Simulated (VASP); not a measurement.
# HfB2 (P6/mmm) in VASP: a series of runs

Aim: see how the results for HfB2 move with the level of theory and the settings. Levels: revPBE, BLYP. Tasks: single point, relaxation of cell and atoms.

Everything below comes from runs of VASP 6.6.1. Logs are shortened: lines on timing, memory, paths and dates and some standing lists are left out, and cuts for length are marked.

### 1 The cell of the first run

The structure is hexagonal, space group P6/mmm (No. 191). The conventional cell has a = 3.140 Å, b = 3.140 Å, c = 3.480 Å, α = 90.00°, β = 90.00°, γ = 120.00°. Hf (site symmetry 6/mmm) has 12 B at 2.51 Å and 6 Hf at 3.14 Å within 3.3 Å. B (site symmetry -6m2) has 3 B at 1.81 Å within 2.4 Å.

### 2 Single point, revPBE

INCAR reads:

```
SYSTEM = HfB2
ALGO = Normal
EDIFF = 1E-6
ENCUT = 520
GGA = RE
ISIF = 2
ISMEAR = -1
LASPH = .TRUE.
LCHARG = .TRUE.
LELF = .TRUE.
LREAL = .FALSE.
LVHAR = .TRUE.
LWAVE = .FALSE.
NBANDS = 15
NELM = 80
PREC = Accurate
SIGMA = 0.05
```

KPOINTS reads:

```
k-points
0
G
  10 10 8
  0 0 0
```

POSCAR reads:

```
HfB2
1.0
    3.1400000000      0.0000000000      0.0000000000
   -1.5700000000      2.7193197679      0.0000000000
    0.0000000000      0.0000000000      3.4800000000
Hf B
1 2
Direct
    0.0000000000      0.0000000000      0.0000000000
    0.6666666667      0.3333333333      0.5000000000
    0.3333333333      0.6666666667      0.5000000000
```

Potentials or basis: VASP PAW PBE potentials, release 64 (Hf_pv, B).

Launch:

```sh
$ cat potpaw_PBE.64/Hf_pv/POTCAR potpaw_PBE.64/B/POTCAR > POTCAR
$ mpirun -np 1 vasp_std > vasp.out
```

OUTCAR:

```text
SYSTEM = HfB2
   EDIFF = 1E-6
   ENCUT = 520
   GGA = RE
   ISIF = 2
   ISMEAR = -1
   LASPH = .TRUE.
   LREAL = .FALSE.
   NELM = 80
   PREC = Accurate

 ion  position               nearest neighbor table
   1  0.000  0.000  0.000-   2 2.51   3 2.51   2 2.51   3 2.51   2 2.51   2 2.51   3 2.51   3 2.51
                             2 2.51   2 2.51   3 2.51   3 2.51
   2  0.667  0.333  0.500-   3 1.81   3 1.81   3 1.81   1 2.51   1 2.51   1 2.51   1 2.51   1 2.51
                             1 2.51
   3  0.333  0.667  0.500-   2 1.81   2 1.81   2 1.81   1 2.51   1 2.51   1 2.51   1 2.51   1 2.51
                             1 2.51

  LATTYP: Found a hexagonal cell.
 ALAT       =     3.1400000000
 C/A-ratio  =     1.1082802548

  Lattice vectors:

 A1 = (   3.1400000000,   0.0000000000,   0.0000000000)
 A2 = (  -1.5700000000,   2.7193197679,   0.0000000000)
 A3 = (   0.0000000000,   0.0000000000,   3.4800000000)

Analysis of symmetry for initial positions (statically):
=====================================================================
 Subroutine PRICEL returns:
 Original cell was already a primitive cell.

 Routine SETGRP: Setting up the symmetry group for a
 hexagonal supercell.

 Subroutine GETGRP returns: Found 24 space group operations
 (whereof 24 operations were pure point group operations)
 out of a pool of 24 trial point group operations.

The static configuration has the point symmetry D_6h.

Analysis of symmetry for dynamics (positions and initial velocities):
=====================================================================
 Subroutine PRICEL returns:
 Original cell was already a primitive cell.

 Routine SETGRP: Setting up the symmetry group for a
 hexagonal supercell.

 Subroutine GETGRP returns: Found 24 space group operations
 (whereof 24 operations were pure point group operations)
 out of a pool of 24 trial point group operations.

The dynamic configuration has the point symmetry D_6h.

 Subroutine INISYM returns: Found 24 space group operations
 (whereof 24 operations are pure point group operations),
 and found     1 'primitive' translations

----------------------------------------------------------------------------------------

                                     Primitive cell

  volume of cell :      29.7146

  direct lattice vectors                    reciprocal lattice vectors
     3.140000000  0.000000000  0.000000000     0.318471338  0.183869512  0.000000000
    -1.570000000  2.719319768  0.000000000     0.000000000  0.367739025  0.000000000
     0.000000000  0.000000000  3.480000000     0.000000000  0.000000000  0.287356322

  length of vectors
     3.140000000  3.140000000  3.480000000     0.367739025  0.367739025  0.287356322

  position of ions in fractional coordinates (direct lattice)
     0.000000000  0.000000000  0.000000000
     0.666666667  0.333333333  0.500000000
     0.333333333  0.666666667  0.500000000

  ion indices of the primitive-cell ions
   primitive index   ion index
                 1           1
                 2           2
                 3           3

----------------------------------------------------------------------------------------

 KPOINTS: k-points

Automatic generation of k-mesh.
 Grid dimensions read from file:
 generate k-points for:   10   10    8

 Generating k-lattice:

  Cartesian coordinates                     Fractional coordinates (reciprocal lattice)
     0.031847134  0.018386951  0.000000000     0.100000000  0.000000000  0.000000000
     0.000000000  0.036773902  0.000000000     0.000000000  0.100000000  0.000000000
     0.000000000  0.000000000  0.035919540     0.000000000  0.000000000  0.125000000

  Length of vectors
     0.036773902  0.036773902  0.035919540

  Shift w.r.t. Gamma in fractional coordinates (k-lattice)
     0.000000000  0.000000000  0.000000000

 Subroutine IBZKPT returns following result:
 ===========================================

 Found     70 irreducible k-points:

 Following reciprocal coordinates:
            Coordinates               Weight
  0.000000  0.000000  0.000000      1.000000
  0.100000  0.000000  0.000000      6.000000
  0.200000  0.000000  0.000000      6.000000
  0.300000  0.000000  0.000000      6.000000
  0.400000  0.000000  0.000000      6.000000
  0.500000  0.000000  0.000000      3.000000
[... 16 lines left out ...]
  0.300000  0.100000  0.125000     24.000000
  0.400000  0.100000  0.125000     24.000000
 [... further k-points ...]
   k-points           NKPTS =     70   k-points in BZ     NKDIM =     70   number of bands    NBANDS=     15
   number of dos      NEDOS =    301   number of ions     NIONS =      3
   total plane-waves  NPLWV =  16128
   dimension x,y,z NGX =    24 NGY =   24 NGZ =   28
   dimension x,y,z NGXF=    48 NGYF=   48 NGZF=   56
   ions per type =               1   2
   NGX,Y,Z   is equivalent  to a cutoff of  12.71, 12.71, 13.38 a.u.
   NGXF,Y,Z  is equivalent  to a cutoff of  25.41, 25.41, 26.75 a.u.
 SYSTEM =  HfB2
   PREC   = accura    normal or accurate (medium, high low for compatibility)
   ISTART =      0    job   : 0-new  1-cont  2-samecut
   ICHARG =      2    charge: 1-file 2-atom 10-const
   ISPIN  =      1    spin polarized calculation?
   LNONCOLLINEAR =      F non collinear calculations
   LSORBIT =      F    spin-orbit coupling
   LASPH  =      T    aspherical Exc in radial PAW
   ENCUT  =  520.0 eV  38.22 Ry    6.18 a.u.   5.84  5.84  6.47*2*pi/ulx,y,z
   NELM   =     80;   NELMIN=  2; NELMDL= -5     # of ELM steps
   EDIFF  = 0.1E-05   stopping-criterion for ELM
   LREAL  =      F    real-space projection
   EDIFFG = 0.1E-04   stopping-criterion for IOM
   NSW    =      0    number of steps for IOM
   IBRION =     -1    ionic relax: 0-MD 1-quasi-New 2-CG
   NFREE  =      0    steps in history (QN), initial steepest desc. (CG)
   ISIF   =      2    stress and relaxation
   ISYM   =      2    0-nonsym 1-usesym 2-fastsym
   POTIM  = 0.5000    time-step for ionic-motion
   TEBEG  =    0.0;   TEEND  =   0.0 temperature during run
   PSTRESS=    0.0 pullay stress
   NELECT =      16.0000    total number of electrons
   NUPDOWN=      -1.0000    fix difference up-down
   EMIN   =  10.00;   EMAX   =-10.00  energy-range for DOS
   EFERMI =   0.00;   METHOD = LEGACY
   ISMEAR =    -1;   SIGMA  =   0.05  broadening in eV -4-tet -1-fermi 0-gaus
   EFERMI_NEDOS =   21; number of points for ismear=-14 and -15
   IALGO  =     38    algorithm
   IMIX   =      4    mixing-type and parameters
     AMIX     =   0.40;   BMIX     =  1.00
     AMIX_MAG =   1.60;   BMIX_MAG =  1.00
  volume/ion in A,a.u.               =       9.90        66.84
  Fermi-wavevector in a.u.,A,eV,Ry     =   1.331860  2.516850 24.134693  1.773850
  Thomas-Fermi vector in A             =   2.460838
   LORBIT       =      0    0 simple, 1 ext, 2 COOP (PROOUT), +10 PAW based schemes
   GGA     = RE    functional components
   LHFCALC =     F    Hartree Fock is set to
   AEXX    =    0.0000 exact exchange contribution
   IVDW    =     0    specifies the selected vdW correction
   LEPSILON=     F    determine dielectric tensor
   LRPA    =     F    only Hartree local field effects (RPA)
 non-spin polarized calculation
  energy-cutoff  :      520.00
  volume of cell :       29.71
 maximum number of plane-waves:       816
 NGX is ok and might be reduce to    24
   NGX = 11   NGY = 11   NGZ = 13

 number of electron      15.9999998 magnetization

 Free energy of the ion-electron system (eV)
  ---------------------------------------------------
  ext. energy  EPLUGINS =         0.00000000
  ---------------------------------------------------
  free energy    TOTEN  =       -25.52291122 eV

  energy without entropy =      -25.52031834  energy(sigma->0) =      -25.52161478

 E-fermi :   7.6526     XC(G=0): -12.5712

 val. band max:        7.5897584323   @ k =   0.2000   0.2000   0.1250
 cond. band min:       7.8898200646   @ k =   0.1000   0.1000   0.2500
 fundamental gap:      0.3000616323
 Fermi energy:         7.6525980749

 k-point     1 :       0.0000    0.0000    0.0000
  band No.  band energies     occupation
      1     -22.9020      2.00000
      2     -22.4149      2.00000
      3     -22.4149      2.00000
      4      -6.0454      2.00000
      5       4.7476      2.00000
      6       4.8577      2.00000
      7       4.8577      2.00000
      8       4.9575      2.00000
      9      11.7923      0.00000
     10      11.7923      0.00000
     11      12.4341      0.00000
     12      12.4341      0.00000
     13      12.7034      0.00000
     14      12.7419      0.00000
     15      12.7419      0.00000

 k-point     2 :       0.1000    0.0000    0.0000
  band No.  band energies     occupation
      1     -22.8895      2.00000
      2     -22.4919      2.00000
      3     -22.4319      2.00000
      4      -5.8300      2.00000
      5       4.2542      2.00000
      6       4.7770      2.00000
      7       4.8422      2.00000
      8       4.9609      2.00000
      9      11.0536      0.00000
     10      11.6388      0.00000
     11      11.6421      0.00000
     12      12.0384      0.00000
     13      13.3765      0.00000
     14      13.7437      0.00000
     15      14.1698      0.00000

 k-point     3 :       0.2000    0.0000    0.0000
  band No.  band energies     occupation
      1     -22.8565      2.00000
      2     -22.6885      2.00000
      3     -22.4763      2.00000
      4      -5.2160      2.00000
      5       2.9144      2.00000
      6       4.3760      2.00000
      7       4.7521      2.00000
      8       5.3926      2.00000
      9       9.9307      0.00000
     10      11.2804      0.00000
     11      11.4835      0.00000
     12      11.9439      0.00000
     13      13.7681      0.00000
     14      14.8826      0.00000
     15      15.5731      0.00000

 k-point     4 :       0.3000    0.0000    0.0000
  band No.  band energies     occupation
      1     -22.9220      2.00000
      2     -22.8155      2.00000
      3     -22.5305      2.00000
      4      -4.2799      2.00000
      5       1.3719      2.00000
      6       3.9785      2.00000
      7       4.5689      2.00000
      8       5.4302      2.00000
      9      10.1504      0.00000
     10      10.8828      0.00000
     11      10.9777      0.00000
     12      12.0655      0.00000
     13      13.7965      0.00000
     14      16.2038      0.00000
     15      17.8684      0.00000
[... 307 lines left out ...]
 k-point    22 :       0.2000    0.1000    0.1250
  band No.  band energies     occupation
      1     -22.8688      2.00000
      2     -22.8177      2.00000
      3     -22.5277      2.00000
      4      -4.4586      2.00000
      5       2.1024      2.00000
      6       3.4626      2.00000
      7       4.1326      2.00000
      8       6.4591      2.00000
      9       8.4460      0.00000
     10      11.3493      0.00000
     11      11.9465      0.00000
     12      12.7466      0.00000
     13      14.3504      0.00000
     14      14.9182      0.00000
     15      16.7336      0.00000

 k-point    23 :       0.3000    0.1000    0.1250
  band No.  band energies     occupation
      1     -23.0116      2.00000
      2     -22.8282      2.00000
      3     -22.5903      2.00000
      4      -3.4519      2.00000
      5       0.5944      2.00000
      6       3.2750      2.00000
      7       3.9750      2.00000
      8       5.9746      2.00000
      9       8.8226      0.00000
     10      11.0872      0.00000
     11      12.0427      0.00000
     12      13.3319      0.00000
     13      15.1419      0.00000
     14      15.8455      0.00000
     15      18.6468      0.00000

 k-point    24 :       0.4000    0.1000    0.1250
  band No.  band energies     occupation
      1     -23.1270      2.00000
      2     -22.8040      2.00000
      3     -22.6287      2.00000
      4      -2.2445      2.00000
      5      -0.8745      2.00000
      6       3.0966      2.00000
      7       3.9818      2.00000
      8       5.5323      2.00000
      9       8.9028      0.00000
     10      11.8883      0.00000
     11      11.9618      0.00000
     12      14.0453      0.00000
     13      15.2492      0.00000
     14      16.1883      0.00000
     15      18.5969      0.00000

 [... further k-points ...]
[... 5 lines left out ...]
  --------------------------------------------------------------------------------------
  -------------------------------------------------------------------------------------
  Total        0.7273000      0.7273000      0.8227746      0.0000000      0.0000000      0.0000000
  in kB       39.2152483     39.2152483     44.3631386      0.0000000      0.0000000      0.0000000
  external PRESSURE =      40.9312117 kB  Pullay stress =       0.0000000 kB

 VOLUME and BASIS-vectors are now :
 -----------------------------------------------------------------------------
  energy-cutoff  :      520.00
  volume of cell :       29.71
      direct lattice vectors                 reciprocal lattice vectors
     3.140000000  0.000000000  0.000000000     0.318471338  0.183869512  0.000000000
    -1.570000000  2.719319768  0.000000000     0.000000000  0.367739025  0.000000000
     0.000000000  0.000000000  3.480000000     0.000000000  0.000000000  0.287356322

 POSITION                                       TOTAL-FORCE (eV/Angst)
 -----------------------------------------------------------------------------------
      0.00000      0.00000      0.00000        -0.000000      0.000000      0.000000
      1.57000      0.90644      1.74000         0.000000      0.000000      0.000000
     -0.00000      1.81288      1.74000         0.000000     -0.000000      0.000000
 -----------------------------------------------------------------------------------
    total drift:                               -0.000000      0.000000      0.000000

  FREE ENERGIE OF THE ION-ELECTRON SYSTEM (eV)
  ---------------------------------------------------
  free  energy   TOTEN  =       -25.5229112232 eV

  energy  without entropy=      -25.5203183351  energy(sigma->0) =      -25.52161478
```

Run time: 62 s. Hardware: 1 thread of AMD EPYC 7R13, shared host; peak memory 0.13 GiB.

Results:

* Free energy: -25.5229 eV
* Pressure: 4.1 GPa
* Band gap on the k mesh: zero (band 8 reaches 8.35 eV, above the bottom of band 9 at 7.52 eV)

Levels at points of the mesh, in eV from the Fermi level:
| k point | band 6 | band 7 | band 8 | band 9 | band 10 | band 11 |
| --- | --- | --- | --- | --- | --- | --- |
| (0.00, 0.00, 0.00) | -2.79 | -2.79 | -2.70 | 4.14 | 4.14 | 4.78 |
| (0.50, 0.00, 0.00) | -4.03 | -3.34 | -2.77 | 2.21 | 2.83 | 5.68 |
| (0.00, 0.00, 0.50) | -1.09 | -1.09 | 0.42 | 0.42 | 1.11 | 1.11 |
| (0.50, 0.00, 0.50) | -4.87 | -4.61 | -2.60 | 4.07 | 4.28 | 6.36 |

Caveat: the PAW data sets were made with another functional, which shifts forces and pressure a little; spin-orbit coupling is left out, which moves the levels of the heavy elements.

### 3 Single point, BLYP

INCAR reads:

```
SYSTEM = HfB2
PREC = Accurate
ENCUT = 520
EDIFF = 1E-7
ISMEAR = -1
SIGMA = 0.05
LREAL = .FALSE.
LASPH = .TRUE.
NELM = 80
ALGO = Normal
ISIF = 2
LWAVE = .FALSE.
LCHARG = .FALSE.
GGA = B5
ALDAX = 1.0
AGGAX = 1.0
AGGAC = 1.0
ALDAC = 0.0
NBANDS = 15
```

KPOINTS reads:

```
regular mesh
0
G
  10 10 8
  0 0 0
```

POSCAR is that of step 2.

Potentials or basis: VASP PAW PBE potentials, release 64 (Hf_pv, B).

Launch:

```sh
$ cat potpaw_PBE.64/Hf_pv/POTCAR potpaw_PBE.64/B/POTCAR > POTCAR
$ mpirun -np 1 vasp_std > vasp.out
```

OUTCAR:

```text
SYSTEM = HfB2
   PREC = Accurate
   ENCUT = 520
   EDIFF = 1E-7
   ISMEAR = -1
   LREAL = .FALSE.
   LASPH = .TRUE.
   NELM = 80
   ISIF = 2
   GGA = B5

 ion  position               nearest neighbor table
   1  0.000  0.000  0.000-   2 2.51   3 2.51   2 2.51   3 2.51   2 2.51   2 2.51   3 2.51   3 2.51
                             2 2.51   2 2.51   3 2.51   3 2.51
   2  0.667  0.333  0.500-   3 1.81   3 1.81   3 1.81   1 2.51   1 2.51   1 2.51   1 2.51   1 2.51
                             1 2.51
   3  0.333  0.667  0.500-   2 1.81   2 1.81   2 1.81   1 2.51   1 2.51   1 2.51   1 2.51   1 2.51
                             1 2.51

  LATTYP: Found a hexagonal cell.
 ALAT       =     3.1400000000
 C/A-ratio  =     1.1082802548

  Lattice vectors:

 A1 = (   3.1400000000,   0.0000000000,   0.0000000000)
 A2 = (  -1.5700000000,   2.7193197679,   0.0000000000)
 A3 = (   0.0000000000,   0.0000000000,   3.4800000000)

Analysis of symmetry for initial positions (statically):
=====================================================================
 Subroutine PRICEL returns:
 Original cell was already a primitive cell.

 Routine SETGRP: Setting up the symmetry group for a
 hexagonal supercell.

 Subroutine GETGRP returns: Found 24 space group operations
[... 180 lines left out ...]
      5       5.2298      2.00000
      6       5.2298      2.00000
      7       5.2898      2.00000
      8       5.4378      2.00000
      9      12.0849      0.00000
     10      12.0849      0.00000
     11      12.6591      0.00000
     12      12.6591      0.00000
     13      13.1933      0.00000
     14      13.2876      0.00000
[... 401 lines left out ...]
      2     -22.4111      2.00000
      3     -22.2367      2.00000
      4      -1.6959      2.00000
      5      -0.3551      2.00000
      6       3.5661      2.00000
      7       4.4400      2.00000
      8       5.9930      2.00000
      9       9.3187      0.00000
     10      12.2377      0.00000
     11      12.3529      0.00000
     12      14.2697      0.00000
     13      15.7003      0.00000
     14      16.5774      0.00000
     15      18.8581      0.00000

 [... further k-points ...]
[... 5 lines left out ...]
  --------------------------------------------------------------------------------------
  -------------------------------------------------------------------------------------
  Total        1.1765484      1.1765484      2.1349537      0.0000000      0.0000000      0.0000000
  in kB       63.4382528     63.4382528    115.1144565      0.0000000      0.0000000      0.0000000
  external PRESSURE =      80.6636540 kB  Pullay stress =       0.0000000 kB

 VOLUME and BASIS-vectors are now :
 -----------------------------------------------------------------------------
  energy-cutoff  :      520.00
  volume of cell :       29.71
      direct lattice vectors                 reciprocal lattice vectors
     3.140000000  0.000000000  0.000000000     0.318471338  0.183869512  0.000000000
    -1.570000000  2.719319768  0.000000000     0.000000000  0.367739025  0.000000000
     0.000000000  0.000000000  3.480000000     0.000000000  0.000000000  0.287356322

 POSITION                                       TOTAL-FORCE (eV/Angst)
 -----------------------------------------------------------------------------------
      0.00000      0.00000      0.00000         0.000000      0.000000      0.000000
      1.57000      0.90644      1.74000         0.000000     -0.000000      0.000000
     -0.00000      1.81288      1.74000        -0.000000      0.000000      0.000000
 -----------------------------------------------------------------------------------
    total drift:                               -0.000000      0.000000      0.000000

  FREE ENERGIE OF THE ION-ELECTRON SYSTEM (eV)
  ---------------------------------------------------
  free  energy   TOTEN  =       -23.3633400220 eV

  energy  without entropy=      -23.3606516662  energy(sigma->0) =      -23.36199584
```

Run time: 90 s. Hardware: 1 thread of AMD EPYC 7R13, shared host; peak memory 0.13 GiB.

Results:

```yaml
Free_energy: -23.3633 eV
Pressure: 8.1 GPa
Band_gap_on_the_k_mesh: zero (band 8 reaches 8.78 eV, above the bottom of band 9 at 7.94 eV)
```

Stress tensor (GPa, compression positive):
```
 6.34  0.00  0.00
 0.00  6.34  0.00
 0.00  0.00 11.51
```

Caveat: the PAW data sets were made with another functional, which shifts forces and pressure a little; spin-orbit coupling is left out, which moves the levels of the heavy elements.

(Continued in part 2 of 2.)
